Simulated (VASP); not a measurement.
Write the native input for VASP 6.6.1 that does the following.

* Task: single point
* Functional: PBE
* Potentials or basis: VASP PAW PBE potentials, release 64 (Sn_d)
* Cutoff: 520 eV
* k mesh: 7 × 7 × 7
* Occupations: gaussian, width 0.02 eV
* Spin: no spin polarisation
* Dipole correction: no
* Further INCAR settings: ALGO = Fast; EDIFF = 1e-06; NBANDS = 21

The structure of Sn lies in POSCAR:

```
Sn
1.0
    0.0000000000      3.2333428000      3.2333428000
    3.2333428000      0.0000000000      3.2333428000
    3.2333428000      3.2333428000      0.0000000000
Sn
2
Direct
    0.7500000000      0.7500000000      0.7500000000
    0.5000000000      0.5000000000      0.5000000000
```

One way to write it, as run:

INCAR

```
ALGO = Fast
EDIFF = 1E-6
ENCUT = 520
GGA = PE
ISIF = 2
ISMEAR = 0
LASPH = T
LCHARG = F
LREAL = F
LWAVE = F
NBANDS = 21
NELM = 100
PREC = Accurate
SIGMA = 0.02
```

KPOINTS

```
k-points
0
Gamma
  7 7 7
```

Potentials or basis: VASP PAW PBE potentials, release 64 (Sn_d).

Launch:

```bash
$ cat potpaw_PBE.64/Sn_d/POTCAR > POTCAR
$ mpirun -np 1 vasp_std > vasp.out
```

It gave:

```json
{
  "Pressure": "3.8 GPa",
  "Band gap on the k mesh": "zero (band 14 reaches 5.84 eV, above the bottom of band 15 at 5.80 eV)"
}
```

Caveat: spin-orbit coupling is left out, which moves the levels of the heavy elements.

It took 18 s on 1 thread of Intel(R) Xeon(R) Platinum 8488C (Sapphire Rapids) (shared host), peak memory 0.2 GiB.
